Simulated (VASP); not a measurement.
Runs of VASP 6.6.1 on Hf. The structure is that of space group P6_3/mmc (No. 194), or close to it. The cells are those of the table. 

```csv
task,level,cell,k mesh,cutoff (eV),gap on the mesh (eV),pressure (GPa)
single point,r2SCAN,"a = 3.064, b = 3.064, c = 4.842 Å, angles 90.0, 90.0, 120.0°, 2 atoms",16 × 16 × 10,520,none,16.8
single point,r2SCAN,"a = 3.155, b = 3.155, c = 4.983 Å, angles 90.0, 90.0, 120.0°, 2 atoms",16 × 16 × 10,520,none,4.3
single point,r2SCAN,"a = 2.849, b = 2.849, c = 4.582 Å, angles 90.0, 90.0, 120.0°, 2 atoms",18 × 18 × 10,520,none,(a)
single point,r2SCAN,"a = 2.962, b = 2.962, c = 4.710 Å, angles 90.0, 90.0, 120.0°, 2 atoms",18 × 18 × 10,520,none,(b)
single point,PBE,"a = 3.199, b = 3.199, c = 5.075 Å, angles 90.0, 90.0, 120.0°, 2 atoms",8 × 8 × 4,520,none,-0.4
relaxation of cell and atoms,PBE,"relaxed from a = 3.197, b = 3.197, c = 5.058 Å, angles 90.0, 90.0, 120.0°, 2 atoms",8 × 8 × 4,600,none,-0.1
single point,r2SCAN,"a = 2.907, b = 2.907, c = 4.645 Å, angles 90.0, 90.0, 120.0°, 2 atoms",18 × 18 × 10,520,none,46.7
single point,r2SCAN,"a = 3.112, b = 3.112, c = 4.906 Å, angles 90.0, 90.0, 120.0°, 2 atoms",16 × 16 × 10,520,none,9.9
```

Alike in all rows: potentials or basis VASP PAW PBE potentials, release 64 (Hf_pv); no spin polarisation; smearing gaussian 0.05 eV.

**Question.** Estimate the missing entries.

**Answer.** (a) 60.7; (b) 34.9.

Caveats: spin-orbit coupling is left out, which moves the levels of the heavy elements; the PAW data sets were made with another functional, which shifts forces and pressure a little (some runs).

A k mesh can miss the band edges, and the runs leave out spin-orbit coupling on Hf.

A gap of «none» marks levels without a gap at the run's occupations.
